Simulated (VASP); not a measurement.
# ZrSi2 (Cmcm) in VASP: single point with PBEsol

Aim: the single point of ZrSi2 with PBEsol.

Program: VASP 6.6.1. These are calculated values, not measurements. Logs are shortened: lines on timing, memory, paths and dates and some standing lists are left out, and cuts for length are marked.

## 1. The cell of the first run

It takes space group Cmcm (No. 63, orthorhombic). The conventional cell has a = 3.675 Å, b = 14.569 Å, c = 3.657 Å, α = 90.00°, β = 90.00°, γ = 90.00°. Within 3.7 Å of Zr (site symmetry m2m) lie 10 Si at 2.70 to 2.95 Å and 6 Zr at 3.56 to 3.67 Å. Si (site symmetry m2m) has 2 Si at 2.41 Å and 6 Zr at 2.70 to 2.95 Å within 3.2 Å. Si (site symmetry m2m) has 8 Si at 2.59 to 3.40 Å and 4 Zr at 2.80 Å within 3.4 Å.

## 2. Single point, PBEsol

Input file INCAR:

```
SYSTEM = ZrSi2
PREC = Accurate ; ENCUT = 500
EDIFF = 1E-6 ; ISMEAR = 0
SIGMA = 0.1 ; LREAL = .FALSE.
LASPH = .TRUE. ; NELM = 120
ALGO = Normal ; ISIF = 2
LWAVE = .FALSE. ; LCHARG = .TRUE.
GGA = PS ; LELF = .TRUE.
LVHAR = .TRUE. ; NBANDS = 29
GGA_COMPAT = .FALSE.
```

Input file KPOINTS:

```
regular mesh
0
G
  10 10 10
  0 0 0
```

Input file POSCAR:

```
ZrSi2
1.0
    1.8373094556     -7.2845518498      0.0000000000
    1.8373094556      7.2845518498      0.0000000000
    0.0000000000      0.0000000000      3.6567333015
Zr Si
2 4
Direct
    0.8952667604      0.1047332396      0.2500000000
    0.1047332396      0.8952667604      0.7500000000
    0.4460566936      0.5539433064      0.7500000000
    0.5539433064      0.4460566936      0.2500000000
    0.2502377059      0.7497622941      0.2500000000
    0.7497622941      0.2502377059      0.7500000000
```

Potentials or basis: VASP PAW PBE potentials, release 64 (Zr_sv, Si).

The run is started by

```bash
$ cat potpaw_PBE.64/Zr_sv/POTCAR potpaw_PBE.64/Si/POTCAR > POTCAR
$ mpirun -np 1 vasp_std > vasp.out
```

OUTCAR:

```text
SYSTEM = ZrSi2
   PREC = Accurate
   ENCUT = 500
   EDIFF = 1E-6
   ISMEAR = 0
   LREAL = .FALSE.
   LASPH = .TRUE.
   NELM = 120
   ISIF = 2
   GGA = PS

 ion  position               nearest neighbor table
   1  0.895  0.105  0.250-   3 2.70   3 2.70   3 2.70   3 2.70   6 2.80   6 2.80   5 2.80   5 2.80
                             4 2.95   4 2.95   2 3.56   2 3.56
   2  0.105  0.895  0.750-   4 2.70   4 2.70   4 2.70   4 2.70   5 2.80   5 2.80   6 2.80   6 2.80
                             3 2.95   3 2.95   1 3.56   1 3.56
   3  0.446  0.554  0.750-   4 2.41   4 2.41   1 2.70   1 2.70   1 2.70   1 2.70   2 2.95   2 2.95

   4  0.554  0.446  0.250-   3 2.41   3 2.41   2 2.70   2 2.70   2 2.70   2 2.70   1 2.95   1 2.95

   5  0.250  0.750  0.250-   6 2.59   6 2.59   6 2.59   6 2.59   2 2.80   2 2.80   1 2.80   1 2.80

   6  0.750  0.250  0.750-   5 2.59   5 2.59   5 2.59   5 2.59   1 2.80   1 2.80   2 2.80   2 2.80

  LATTYP: Found a base centered orthorhombic cell.
 ALAT       =     3.6746189112
 B/A-ratio  =     3.9647930987
 C/A-ratio  =     0.9951326627

  Lattice vectors:

 A1 = (   1.8373094556,  -7.2845518498,   0.0000000000)
 A2 = (   1.8373094556,   7.2845518498,   0.0000000000)
 A3 = (   0.0000000000,   0.0000000000,   3.6567333015)

Analysis of symmetry for initial positions (statically):
=====================================================================
 Subroutine PRICEL returns:
 Original cell was already a primitive cell.

 Routine SETGRP: Setting up the symmetry group for a
 base centered orthorhombic supercell.

 Subroutine GETGRP returns: Found  8 space group operations
 (whereof  4 operations were pure point group operations)
 out of a pool of  8 trial point group operations.

The static configuration has the point symmetry C_2h.
 The point group associated with its full space group is D_2h.

Analysis of symmetry for dynamics (positions and initial velocities):
=====================================================================
 Subroutine PRICEL returns:
 Original cell was already a primitive cell.

 Routine SETGRP: Setting up the symmetry group for a
 base centered orthorhombic supercell.

 Subroutine GETGRP returns: Found  8 space group operations
 (whereof  4 operations were pure point group operations)
 out of a pool of  8 trial point group operations.

The dynamic configuration has the point symmetry C_2h.
 The point group associated with its full space group is D_2h.

 Subroutine INISYM returns: Found  8 space group operations
 (whereof  4 operations are pure point group operations),
[... 107 lines left out ...]
   NSW    =      0    number of steps for IOM
   IBRION =     -1    ionic relax: 0-MD 1-quasi-New 2-CG
   NFREE  =      0    steps in history (QN), initial steepest desc. (CG)
   ISIF   =      2    stress and relaxation
   ISYM   =      2    0-nonsym 1-usesym 2-fastsym
   POTIM  = 0.5000    time-step for ionic-motion
   TEBEG  =    0.0;   TEEND  =   0.0 temperature during run
   PSTRESS=    0.0 pullay stress
   NELECT =      40.0000    total number of electrons
   NUPDOWN=      -1.0000    fix difference up-down
   EMIN   =  10.00;   EMAX   =-10.00  energy-range for DOS
   EFERMI =   0.00;   METHOD = LEGACY
   ISMEAR =     0;   SIGMA  =   0.10  broadening in eV -4-tet -1-fermi 0-gaus
   EFERMI_NEDOS =   21; number of points for ismear=-14 and -15
   IALGO  =     38    algorithm
   IMIX   =      4    mixing-type and parameters
     AMIX     =   0.40;   BMIX     =  1.00
     AMIX_MAG =   1.60;   BMIX_MAG =  1.00
  volume/ion in A,a.u.               =      16.31       110.09
  Fermi-wavevector in a.u.,A,eV,Ry     =   1.214858  2.295748 20.080550  1.475879
  Thomas-Fermi vector in A             =   2.350264
   LORBIT       =      0    0 simple, 1 ext, 2 COOP (PROOUT), +10 PAW based schemes
   GGA     = PS    functional components
   LHFCALC =     F    Hartree Fock is set to
   AEXX    =    0.0000 exact exchange contribution
   IVDW    =     0    specifies the selected vdW correction
   LEPSILON=     F    determine dielectric tensor
   LRPA    =     F    only Hartree local field effects (RPA)
 non-spin polarized calculation
 Gauss-broadening in eV      SIGMA  =   0.10
  energy-cutoff  :      500.00
  volume of cell :       97.88
 maximum number of plane-waves:      2512
   NGX = 27   NGY = 27   NGZ = 13

 number of electron      39.9999998 magnetization

 Free energy of the ion-electron system (eV)
  ---------------------------------------------------
  ext. energy  EPLUGINS =         0.00000000
  ---------------------------------------------------
  free energy    TOTEN  =       -45.71194141 eV

  energy without entropy =      -45.70556690  energy(sigma->0) =      -45.70875415

 E-fermi :  10.2525     XC(G=0): -11.4723

 val. band max:       10.2437382824   @ k =  -0.1000   0.1000   0.0000
 cond. band min:      10.2561532625   @ k =   0.2000   0.0000   0.0000
 fundamental gap:      0.0124149802
 Fermi energy:        10.2524925944

 k-point     1 :       0.0000    0.0000    0.0000
  band No.  band energies     occupation
      1     -38.3097      2.00000
      2     -38.2943      2.00000
      3     -16.6106      2.00000
      4     -16.4502      2.00000
      5     -16.4236      2.00000
      6     -16.4171      2.00000
[... 757 lines left out ...]
     28      14.1977      0.00000
     29      14.3925      0.00000

 [... further k-points ...]

------------------------ aborting loop because EDIFF is reached ----------------------------------------

  FORCE on cell =-STRESS in cart. coord.  units (eV):
  Direction    XX          YY          ZZ          XY          YZ          ZX
  --------------------------------------------------------------------------------------
  -------------------------------------------------------------------------------------
  Total        0.0963802      0.0717331      0.1093054      0.0000000      0.0000000      0.0000000
  in kB        1.5775746      1.1741456      1.7891373      0.0000000      0.0000000      0.0000000
  external PRESSURE =       1.5136192 kB  Pullay stress =       0.0000000 kB

 VOLUME and BASIS-vectors are now :
 -----------------------------------------------------------------------------
  energy-cutoff  :      500.00
  volume of cell :       97.88
      direct lattice vectors                 reciprocal lattice vectors
     1.837309456 -7.284551850  0.000000000     0.272137064 -0.068638402  0.000000000
     1.837309456  7.284551850  0.000000000     0.272137064  0.068638402  0.000000000
     0.000000000  0.000000000  3.656733302     0.000000000  0.000000000  0.273468125

 POSITION                                       TOTAL-FORCE (eV/Angst)
 -----------------------------------------------------------------------------------
      1.83731     -5.75868      0.91418         0.000000     -0.001957      0.000000
      1.83731      5.75868      2.74255         0.000000      0.001957     -0.000000
      1.83731      0.78591      2.74255         0.000000     -0.001855      0.000000
      1.83731     -0.78591      0.91418         0.000000      0.001855     -0.000000
      1.83731      3.63881      0.91418         0.000000      0.000020      0.000000
      1.83731     -3.63881      2.74255         0.000000     -0.000020      0.000000
 -----------------------------------------------------------------------------------
    total drift:                                0.000000     -0.000000     -0.000000

  FREE ENERGIE OF THE ION-ELECTRON SYSTEM (eV)
  ---------------------------------------------------
  free  energy   TOTEN  =       -45.7119414067 eV

  energy  without entropy=      -45.7055668959  energy(sigma->0) =      -45.70875415
```

stdout:

```text
POSCAR found type information on POSCAR ZrSi
 POSCAR found :  2 types and       6 ions
 scaLAPACK will be used
 -----------------------------------------------------------------------------
|                                                                             |
|                                                                             |
|     You enforced a specific xc type in the INCAR file but a different       |
|     I HOPE YOU KNOW WHAT YOU ARE DOING!                                     |
|                                                                             |
 -----------------------------------------------------------------------------

 LDA part: xc-table for (Slater+PW92), standard interpolation
 POSCAR, INCAR and KPOINTS ok, starting setup
 FFT: planning ... GRIDC
 FFT: planning ... GRID_SOFT
 FFT: planning ... GRID
 WAVECAR not read
 entering main loop
```

It took 16 min on 1 thread of Oxide Virtual Turin-like, shared host; peak memory 0.52 GiB.

Results:

```
Free energy            : -45.7119 eV
Pressure               : 0.2 GPa
Band gap on the k mesh : zero (bands 20 and 21 overlap by 1.00 eV)
```

Levels at points of the mesh, in eV from the Fermi level:
```csv
k point,band 16,band 17,band 18,band 19,band 20,band 21,band 22,band 23,band 24,band 25
"(0.00, 0.00, 0.00)",-2.48,-2.40,-2.39,-2.33,0.02,1.09,1.36,1.47,1.61,2.12
"(0.50, 0.00, 0.00)",-2.62,-1.77,-1.57,-0.89,-0.49,-0.46,0.97,0.99,2.11,2.36
"(0.50, 0.50, 0.00)",-2.76,-2.70,-1.87,-1.48,0.42,1.00,1.16,1.46,1.74,2.25
"(0.00, 0.00, 0.50)",-2.50,-1.96,-1.96,-0.06,-0.06,0.21,0.21,1.61,1.61,2.36
"(0.50, 0.00, 0.50)",-3.81,-3.22,-3.22,-2.19,-2.19,2.22,2.22,3.16,3.16,3.31
"(0.50, 0.50, 0.50)",-3.00,-2.26,-2.26,-0.93,-0.93,0.11,0.11,2.33,2.33,3.09
```

Caveat: the PAW data sets were made with another functional, which shifts forces and pressure a little.
